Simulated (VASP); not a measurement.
Crystal: Bi4O.

```
CELL_PARAMETERS angstrom
5.04027 0.00000 0.00000
0.00000 5.04027 0.00000
0.00000 0.00000 5.04027
ATOMIC_POSITIONS crystal
Bi 0.25000 0.25000 0.25000
Bi 0.75000 0.75000 0.25000
Bi 0.75000 0.25000 0.75000
Bi 0.25000 0.75000 0.75000
O 0.00000 0.00000 0.00000
```

This cell differs from its parent crystal: atoms taken out.

```yaml
Program: VASP 6.6.1
Task: relaxation of cell and atoms
Functional: PBE
Potentials_or_basis: VASP PAW PBE potentials, release 64 (Bi_d, O)
Cutoff: 600 eV
k_mesh: 4 × 4 × 4
Occupations: gaussian, width 0.1 eV
Spin: no spin polarisation
```

At the start: pressure 9.3 GPa; volume 25.61 Å³/atom.

**Question.** Where does the relaxation end?

**Answer.** Over 9 steps the energy falls by 137.9 meV/atom and the volume is 27.76 Å³/atom (+8.4 %); space group P-43m (No. 215, to 0.1 Å) before and after.

The path:
| step | energy change (eV) | largest force (eV/Å) | pressure (GPa) | volume (Å³) |
| --- | --- | --- | --- | --- |
| 1 | 0.0000 | 2.2242 | 9.34 | 128.04 |
| 2 | -0.3365 | 0.2166 | -5.38 | 157.75 |
| 3 | -0.6296 | 0.3887 | -1.17 | 143.77 |
| 4 | -0.6300 | 0.4126 | -1.01 | 143.39 |
| 5 | -0.6300 | 0.4337 | -0.88 | 143.07 |
| 6 | -0.6685 | 0.2918 | -0.26 | 140.56 |
| 7 | -0.6848 | 0.1055 | 0.66 | 137.55 |
| 8 | -0.6887 | 0.0480 | -0.17 | 139.23 |
| 9 | -0.6893 | 0.0084 | 0.04 | 138.78 |

Final structure:
```
Bi O
1.0
     5.17737    0.00000    0.00000
     0.00000    5.17737    0.00000
     0.00000    0.00000    5.17737
Bi O
4 1
Direct
  0.26287 0.26287 0.26287
  0.73713 0.73713 0.26287
  0.73713 0.26287 0.73713
  0.26287 0.73713 0.73713
  0.00000 0.00000 0.00000
```

Caveat: the cell differs from its parent crystal (atoms taken out).
